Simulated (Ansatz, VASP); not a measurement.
One calculation of Ce3CoBr3, two programs

INCAR

```
SYSTEM = Ce3CoBr3
  PREC = Accurate
  ENCUT = 600
  EDIFF = 1E-6
  ISMEAR = -1
  SIGMA = 0.15
  LREAL = .False.
  LASPH = .True.
  NELM = 100
  ALGO = Normal
  ISIF = 3
  LWAVE = .False.
  LCHARG = .False.
  GGA = PS
  IBRION = 2
  NSW = 60
  EDIFFG = -0.01
```

Contents of KPOINTS:

```
Automatic mesh
0
Gamma
  3 3 3
  0 0 0
```

The input POSCAR:

```
Ce3CoBr3
1.0
    5.9065330000      0.0000000000      0.0000000000
    0.0000000000      5.9065330000      0.0000000000
    0.0000000000      0.0000000000      5.9065330000
Ce Co Br
3 1 3
Direct
    0.5000000000      0.5000000000      0.0000000000
    0.0000000000      0.5000000000      0.5000000000
    0.5000000000      0.0000000000      0.5000000000
    0.5000000000      0.5000000000      0.5000000000
    0.5000000000      0.0000000000      0.0000000000
    0.0000000000      0.5000000000      0.0000000000
    0.0000000000      0.0000000000      0.5000000000
```

Input for Ansatz:

```yaml
crystal:
  lattice:
    - [5.906533, 0.0, 0.0]
    - [0.0, 5.906533, 0.0]
    - [0.0, 0.0, 5.906533]
  atoms:
    - { symbol: Ce, position: [0.5, 0.5, 0.0] }
    - { symbol: Ce, position: [0.0, 0.5, 0.5] }
    - { symbol: Ce, position: [0.5, 0.0, 0.5] }
    - { symbol: Co, position: [0.5, 0.5, 0.5] }
    - { symbol: Br, position: [0.5, 0.0, 0.0] }
    - { symbol: Br, position: [0.0, 0.5, 0.0] }
    - { symbol: Br, position: [0.0, 0.0, 0.5] }
  symmetry: { tolerance: 0.0003 }
kpoints:
  mp_grid: { grid: [3, 3, 3], shift: [0, 0, 0] }
magnetization:
  spin_polarized: false
scf:
  occupations: { method: fermi_dirac, width: 0.15 }
  mixing: { algorithm: broyden, beta: 0.9 }
  lower_state_search: "off"
hamiltonian:
  pseudopotentials: { kind: paw }
  xc: pbesol
basis:
  ecutwfc: 420
output:
  forces: true
  stress: true
  eigenvalues: true
relax:
  max_steps: 40
  cell: {}
```

Alike in both runs: task relaxation of cell and atoms; functional PBEsol; k mesh 3 × 3 × 3; occupations fermi-dirac, width 0.15 eV; no spin polarisation.

|  | VASP | Ansatz |
| --- | --- | --- |
| version | VASP 6.6.1 | Ansatz 0.2.0 |
| potentials or method | VASP PAW PBE potentials, release 64 (Ce, Co, Br), cutoff 600 eV | PAW plane waves |
| valence electrons in the cell | 66 | 74 |

|  | VASP | Ansatz | Ansatz less VASP |
| --- | --- | --- | --- |
| gap on the k mesh at the Fermi level, each at its own relaxed structure (eV) | none | none | - |
| relaxed volume (Å³/atom) | 27.52 | 27.76 | +0.243 |
| relaxed length of the cell vector where the two differ most in proportion (Å) | 5.775 | 5.792 | +0.0169 |

VASP's potentials were made for PBE, not for PBEsol. A gap of «none» marks a metal or a gap that the smearing closes. VASP's potentials hold 66 valence electrons a cell and Ansatz's 74, so a difference there can come from the potentials and not from the codes.

Spin-orbit coupling is off throughout.
